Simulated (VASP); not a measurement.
# Ag (Im-3m) in VASP: further runs

The runs below take Ag through single point, with PBEsol.

Everything below comes from runs of VASP 6.6.1. Logs are shortened: lines on timing, memory, paths and dates and some standing lists are left out, and cuts for length are marked.

### 1 The cell of the first run

It takes space group Im-3m (No. 229, cubic). Conventional cell: a = 3.091 Å, b = 3.091 Å, c = 3.091 Å, α = 90.00°, β = 90.00°, γ = 90.00°. Within 3.5 Å of Ag (site symmetry m-3m) lie 14 Ag at 2.68 to 3.09 Å.

### 2 Single point, PBEsol (volume scaled by 0.88)

Input file INCAR:

```
SYSTEM = Ag
PREC = Accurate
ENCUT = 520
EDIFF = 1E-6
ISMEAR = -1
SIGMA = 0.1
LREAL = .FALSE.
LASPH = .TRUE.
NELM = 60
ALGO = Normal
ISIF = 2
LWAVE = .FALSE.
LCHARG = .FALSE.
GGA = PS
NBANDS = 12
```

Input file KPOINTS:

```
regular mesh
0
G
  15 15 15
  0 0 0
```

Input file POSCAR:

```
Ag
1.0
   -1.5455567945      1.5455567945      1.5455567945
    1.5455567945     -1.5455567945      1.5455567945
    1.5455567945      1.5455567945     -1.5455567945
Ag
1
Direct
    0.0000000000      0.0000000000      0.0000000000
```

Potentials or basis: VASP PAW PBE potentials, release 64 (Ag).

Started as:

```bash
> cat potpaw_PBE.64/Ag/POTCAR > POTCAR
> mpirun -np 1 vasp_std > vasp.out
```

OUTCAR:

```text
SYSTEM = Ag
   PREC = Accurate
   ENCUT = 520
   EDIFF = 1E-6
   ISMEAR = -1
   LREAL = .FALSE.
   LASPH = .TRUE.
   NELM = 60
   ISIF = 2
   GGA = PS

 ion  position               nearest neighbor table
   1  0.000  0.000  0.000-

  LATTYP: Found a body centered cubic cell.
 ALAT       =     3.0911135890

  Lattice vectors:

 A1 = (  -1.5455567945,   1.5455567945,   1.5455567945)
 A2 = (   1.5455567945,  -1.5455567945,   1.5455567945)
 A3 = (   1.5455567945,   1.5455567945,  -1.5455567945)

Analysis of symmetry for initial positions (statically):
=====================================================================
 Subroutine PRICEL returns:
 Original cell was already a primitive cell.

 Routine SETGRP: Setting up the symmetry group for a
 body centered cubic supercell.

 Subroutine GETGRP returns: Found 48 space group operations
 (whereof 48 operations were pure point group operations)
 out of a pool of 48 trial point group operations.

The static configuration has the point symmetry O_h .

Analysis of symmetry for dynamics (positions and initial velocities):
=====================================================================
 Subroutine PRICEL returns:
 Original cell was already a primitive cell.

 Routine SETGRP: Setting up the symmetry group for a
 body centered cubic supercell.

 Subroutine GETGRP returns: Found 48 space group operations
 (whereof 48 operations were pure point group operations)
 out of a pool of 48 trial point group operations.

The dynamic configuration has the point symmetry O_h .

 Subroutine INISYM returns: Found 48 space group operations
 (whereof 48 operations are pure point group operations),
 and found     1 'primitive' translations

----------------------------------------------------------------------------------------

                                     Primitive cell

  volume of cell :      14.7678

  direct lattice vectors                    reciprocal lattice vectors
    -1.545556794  1.545556794  1.545556794     0.000000000  0.323508008  0.323508008
     1.545556794 -1.545556794  1.545556794     0.323508008  0.000000000  0.323508008
     1.545556794  1.545556794 -1.545556794     0.323508008  0.323508008  0.000000000

  length of vectors
     2.676982894  2.676982894  2.676982894     0.457509413  0.457509413  0.457509413

  position of ions in fractional coordinates (direct lattice)
     0.000000000  0.000000000  0.000000000

  ion indices of the primitive-cell ions
   primitive index   ion index
                 1           1

----------------------------------------------------------------------------------------

 KPOINTS: regular mesh

Automatic generation of k-mesh.
 Grid dimensions read from file:
 generate k-points for:   15   15   15

 Generating k-lattice:

  Cartesian coordinates                     Fractional coordinates (reciprocal lattice)
     0.000000000  0.021567201  0.021567201     0.066666667  0.000000000  0.000000000
     0.021567201  0.000000000  0.021567201     0.000000000  0.066666667  0.000000000
     0.021567201  0.021567201  0.000000000     0.000000000  0.000000000  0.066666667

  Length of vectors
     0.030500628  0.030500628  0.030500628

  Shift w.r.t. Gamma in fractional coordinates (k-lattice)
     0.000000000  0.000000000  0.000000000

 Subroutine IBZKPT returns following result:
 ===========================================

 Found    120 irreducible k-points:

 Following reciprocal coordinates:
            Coordinates               Weight
  0.000000  0.000000  0.000000      1.000000
  0.066667  0.000000  0.000000     12.000000
  0.133333  0.000000  0.000000     12.000000
  0.200000  0.000000  0.000000     12.000000
  0.266667  0.000000  0.000000     12.000000
  0.333333  0.000000  0.000000     12.000000
[... 16 lines left out ...]
  0.333333  0.200000  0.000000     48.000000
  0.400000  0.200000  0.000000     24.000000
 [... further k-points ...]
   k-points           NKPTS =    120   k-points in BZ     NKDIM =    120   number of bands    NBANDS=     12
   number of dos      NEDOS =    301   number of ions     NIONS =      1
   total plane-waves  NPLWV =   8000
   dimension x,y,z NGX =    20 NGY =   20 NGZ =   20
   dimension x,y,z NGXF=    40 NGYF=   40 NGZF=   40
   ions per type =               1
   NGX,Y,Z   is equivalent  to a cutoff of  12.42, 12.42, 12.42 a.u.
   NGXF,Y,Z  is equivalent  to a cutoff of  24.84, 24.84, 24.84 a.u.
 SYSTEM =  Ag
   PREC   = accura    normal or accurate (medium, high low for compatibility)
   ISTART =      0    job   : 0-new  1-cont  2-samecut
   ICHARG =      2    charge: 1-file 2-atom 10-const
   ISPIN  =      1    spin polarized calculation?
   LNONCOLLINEAR =      F non collinear calculations
   LSORBIT =      F    spin-orbit coupling
   LASPH  =      T    aspherical Exc in radial PAW
   ENCUT  =  520.0 eV  38.22 Ry    6.18 a.u.   4.98  4.98  4.98*2*pi/ulx,y,z
   NELM   =     60;   NELMIN=  2; NELMDL= -5     # of ELM steps
   EDIFF  = 0.1E-05   stopping-criterion for ELM
   LREAL  =      F    real-space projection
   EDIFFG = 0.1E-04   stopping-criterion for IOM
   NSW    =      0    number of steps for IOM
   IBRION =     -1    ionic relax: 0-MD 1-quasi-New 2-CG
   NFREE  =      0    steps in history (QN), initial steepest desc. (CG)
   ISIF   =      2    stress and relaxation
   ISYM   =      2    0-nonsym 1-usesym 2-fastsym
   POTIM  = 0.5000    time-step for ionic-motion
   TEBEG  =    0.0;   TEEND  =   0.0 temperature during run
   PSTRESS=    0.0 pullay stress
   NELECT =      11.0000    total number of electrons
   NUPDOWN=      -1.0000    fix difference up-down
   EMIN   =  10.00;   EMAX   =-10.00  energy-range for DOS
   EFERMI =   0.00;   METHOD = LEGACY
   ISMEAR =    -1;   SIGMA  =   0.10  broadening in eV -4-tet -1-fermi 0-gaus
   EFERMI_NEDOS =   21; number of points for ismear=-14 and -15
   IALGO  =     38    algorithm
   IMIX   =      4    mixing-type and parameters
     AMIX     =   0.40;   BMIX     =  1.00
     AMIX_MAG =   1.60;   BMIX_MAG =  1.00
  volume/ion in A,a.u.               =      14.77        99.66
  Fermi-wavevector in a.u.,A,eV,Ry     =   1.484001  2.804355 29.963539  2.202258
  Thomas-Fermi vector in A             =   2.597592
   LORBIT       =      0    0 simple, 1 ext, 2 COOP (PROOUT), +10 PAW based schemes
   GGA     = PS    functional components
   LHFCALC =     F    Hartree Fock is set to
   AEXX    =    0.0000 exact exchange contribution
   IVDW    =     0    specifies the selected vdW correction
   LEPSILON=     F    determine dielectric tensor
   LRPA    =     F    only Hartree local field effects (RPA)
 non-spin polarized calculation
  energy-cutoff  :      520.00
  volume of cell :       14.77
 maximum number of plane-waves:       410
   NGX =  9   NGY =  9   NGZ =  9

 number of electron      10.9999997 magnetization

 Free energy of the ion-electron system (eV)
  ---------------------------------------------------
  ext. energy  EPLUGINS =         0.00000000
  ---------------------------------------------------
  free energy    TOTEN  =        -3.16922742 eV

  energy without entropy =       -3.16104159  energy(sigma->0) =       -3.16513451

 E-fermi :  10.3997     XC(G=0): -13.2915

 val. band max:       10.2941463815   @ k =  -0.4000   0.4667   0.0667
 cond. band min:      10.4106101256   @ k =   0.4667   0.0667   0.0000
 fundamental gap:      0.1164637441
 Fermi energy:        10.3996734381

 k-point     1 :       0.0000    0.0000    0.0000
  band No.  band energies     occupation
      1       1.4476      2.00000
      2       4.9016      2.00000
      3       4.9016      2.00000
      4       4.9016      2.00000
      5       6.6059      2.00000
      6       6.6059      2.00000
      7      28.7897      0.00000
      8      28.7897      0.00000
      9      28.7897      0.00000
     10      36.5817      0.00000
     11      36.5817      0.00000
     12      37.6300      0.00000

 k-point     2 :       0.0667    0.0000    0.0000
  band No.  band energies     occupation
      1       1.6132      2.00000
      2       4.8536      2.00000
      3       4.9068      2.00000
      4       5.0081      2.00000
      5       6.5517      2.00000
      6       6.6095      2.00000
      7      28.5533      0.00000
      8      28.7813      0.00000
      9      28.9543      0.00000
     10      34.9482      0.00000
     11      35.5297      0.00000
     12      36.5989      0.00000

 k-point     3 :       0.1333    0.0000    0.0000
  band No.  band energies     occupation
      1       2.0807      2.00000
      2       4.7200      2.00000
      3       4.9259      2.00000
      4       5.3179      2.00000
      5       6.4321      2.00000
      6       6.6214      2.00000
      7      27.5781      0.00000
      8      28.5292      0.00000
      9      29.4179      0.00000
     10      33.7441      0.00000
     11      33.9168      0.00000
     12      34.5798      0.00000
[... 286 lines left out ...]
 k-point    23 :       0.3333    0.2000    0.0000
  band No.  band energies     occupation
      1       3.5851      2.00000
      2       4.1898      2.00000
      3       5.6151      2.00000
      4       6.4875      2.00000
      5       7.0451      2.00000
      6      11.6452      0.00001
      7      17.0055      0.00000
      8      20.6671      0.00000
      9      25.8594      0.00000
     10      32.1650      0.00000
     11      34.8630      0.00000
     12      38.8386      0.00000

 k-point    24 :       0.4000    0.2000    0.0000
  band No.  band energies     occupation
      1       3.5442      2.00000
      2       4.1624      2.00000
      3       5.7001      2.00000
      4       6.5313      2.00000
      5       7.1093      2.00000
      6      12.7644      0.00000
      7      15.6381      0.00000
      8      20.4426      0.00000
      9      25.6839      0.00000
     10      32.4378      0.00000
     11      34.6352      0.00000
     12      38.8496      0.00000

 [... further k-points ...]
[... 5 lines left out ...]
  --------------------------------------------------------------------------------------
  -------------------------------------------------------------------------------------
  Total        1.8979074      1.8979074      1.8979074      0.0000000     -0.0000000      0.0000000
  in kB      205.9068070    205.9068070    205.9068070      0.0000000     -0.0000000      0.0000000
  external PRESSURE =     205.9068070 kB  Pullay stress =       0.0000000 kB

 VOLUME and BASIS-vectors are now :
 -----------------------------------------------------------------------------
  energy-cutoff  :      520.00
  volume of cell :       14.77
      direct lattice vectors                 reciprocal lattice vectors
    -1.545556794  1.545556794  1.545556794     0.000000000  0.323508008  0.323508008
     1.545556794 -1.545556794  1.545556794     0.323508008  0.000000000  0.323508008
     1.545556794  1.545556794 -1.545556794     0.323508008  0.323508008  0.000000000

 POSITION                                       TOTAL-FORCE (eV/Angst)
 -----------------------------------------------------------------------------------
      0.00000      0.00000      0.00000         0.000000      0.000000     -0.000000
 -----------------------------------------------------------------------------------
    total drift:                                0.000000     -0.000000     -0.000000

  FREE ENERGIE OF THE ION-ELECTRON SYSTEM (eV)
  ---------------------------------------------------
  free  energy   TOTEN  =        -3.1692274240 eV

  energy  without entropy=       -3.1610415921  energy(sigma->0) =       -3.16513451
```

Run time: 7.6 s. Hardware: 1 thread of Intel Xeon 6975P-C (Granite Rapids), shared host; peak memory 0.14 GiB.

What came out:

- Free energy: -3.1692 eV
- Pressure: 20.6 GPa

Levels at points of the mesh, in eV from the Fermi level:
```
           k point  band 3  band 4  band 5  band 6  band 7  band 8
(0.00, 0.00, 0.00)   -5.50   -5.50   -3.79   -3.79   18.39   18.39
```

Caveat: the cell differs from its parent crystal (volume scaled by 0.88); the PAW data sets were made with another functional, which shifts forces and pressure a little.

### 3 Single point, PBEsol (volume scaled by 0.92)

Input file INCAR:

```
  ALGO = Normal
  EDIFF = 1E-6
  ENCUT = 520
  GGA = PS
  ISIF = 2
  ISMEAR = -1
  LASPH = T
  LCHARG = F
  LREAL = F
  LWAVE = F
  NBANDS = 12
  NELM = 100
  PREC = Accurate
  SIGMA = 0.1
```

Input file KPOINTS:

```
k-points
0
Gamma
  15 15 15
```

Input file POSCAR:

```
Ag
1.0
   -1.5686282078      1.5686282078      1.5686282078
    1.5686282078     -1.5686282078      1.5686282078
    1.5686282078      1.5686282078     -1.5686282078
Ag
1
Direct
    0.0000000000      0.0000000000      0.0000000000
```

Potentials or basis: VASP PAW PBE potentials, release 64 (Ag).

Started as:

```bash
> cat potpaw_PBE.64/Ag/POTCAR > POTCAR
> mpirun -np 1 vasp_std > vasp.out
```

Wall time 7.8 s (1 thread of Intel Xeon 6975P-C (Granite Rapids), shared host); peak memory 0.13 GiB.

Results (log left out):

```
Free energy : -3.2366 eV
Pressure    : 11.7 GPa
```

Levels at points of the mesh, in eV from the Fermi level:
```tsv
k point	band 2	band 3	band 4	band 5	band 6	band 7	band 8	band 9
(0.00, 0.00, 0.00)	-5.29	-5.29	-5.29	-3.70	-3.70	18.28	18.28	18.28
```

Caveat: the cell differs from its parent crystal (volume scaled by 0.92); the PAW data sets were made with another functional, which shifts forces and pressure a little.

### 4 Single point, PBEsol (volume scaled by 0.96)

Input file INCAR:

```
ALGO = Normal
EDIFF = 1E-6
ENCUT = 520
GGA = PS
ISIF = 2
ISMEAR = -1
LASPH = T
LCHARG = T
LELF = T
LREAL = F
LVHAR = T
LWAVE = F
NBANDS = 12
NELM = 80
PREC = Accurate
SIGMA = 0.1
```

KPOINTS is that of step 3.

Input file POSCAR:

```
Ag
1.0
   -1.5910402102      1.5910402102      1.5910402102
    1.5910402102     -1.5910402102      1.5910402102
    1.5910402102      1.5910402102     -1.5910402102
Ag
1
Direct
    0.0000000000      0.0000000000      0.0000000000
```

Started as:

```bash
> cat potpaw_PBE.64/Ag/POTCAR > POTCAR
> mpirun -np 1 vasp_std > vasp.out
```

Wall time 7.9 s (1 thread of Intel Xeon 6975P-C (Granite Rapids), shared host); peak memory 0.13 GiB.

Results (log left out):

```yaml
Free_energy: -3.2712 eV
Pressure: 4.9 GPa
```

Levels at points of the mesh, in eV from the Fermi level:
```
           k point  band 1  band 2  band 3  band 4  band 5  band 6  band 7  band 8  band 9  band 10
(0.00, 0.00, 0.00)   -8.24   -5.10   -5.10   -5.10   -3.62   -3.62   18.15   18.15   18.15    25.07
```

Caveat: the cell differs from its parent crystal (volume scaled by 0.96); the PAW data sets were made with another functional, which shifts forces and pressure a little.

### 5 Single point, PBEsol

This run uses another cell than the first one, of 16.78 Å³/atom, 1.136 times its volume.

Input file INCAR:

```
PREC = Accurate
ENCUT = 520
EDIFF = 1E-6
ISMEAR = -1
SIGMA = 0.1
LREAL = False
LASPH = True
NELM = 80
ALGO = Normal
ISIF = 2
LWAVE = False
LCHARG = True
GGA = PS
LELF = True
LVHAR = True
NBANDS = 12
```

Input file KPOINTS:

```
regular mesh
0
Gamma
  15 15 15
```

Input file POSCAR:

```
Ag
1.0
   -1.6128379902      1.6128379902      1.6128379902
    1.6128379902     -1.6128379902      1.6128379902
    1.6128379902      1.6128379902     -1.6128379902
Ag
1
Direct
    0.0000000000      0.0000000000      0.0000000000
```

Started as:

```bash
> cat potpaw_PBE.64/Ag/POTCAR > POTCAR
> mpirun -np 1 vasp_std > vasp.out
```

Wall time 9.7 s (1 thread of Intel Xeon 6975P-C (Granite Rapids), shared host); peak memory 0.15 GiB.

Results (log left out):

- Free energy: -3.2807 eV
- Pressure: -0.3 GPa

Levels at points of the mesh, in eV from the Fermi level:
```csv
k point,band 4,band 5,band 6,band 7,band 8,band 9
"(0.00, 0.00, 0.00)",-4.94,-3.56,-3.56,18.01,18.01,18.01
```

Caveat: the PAW data sets were made with another functional, which shifts forces and pressure a little.

[end of part 1 of 2]
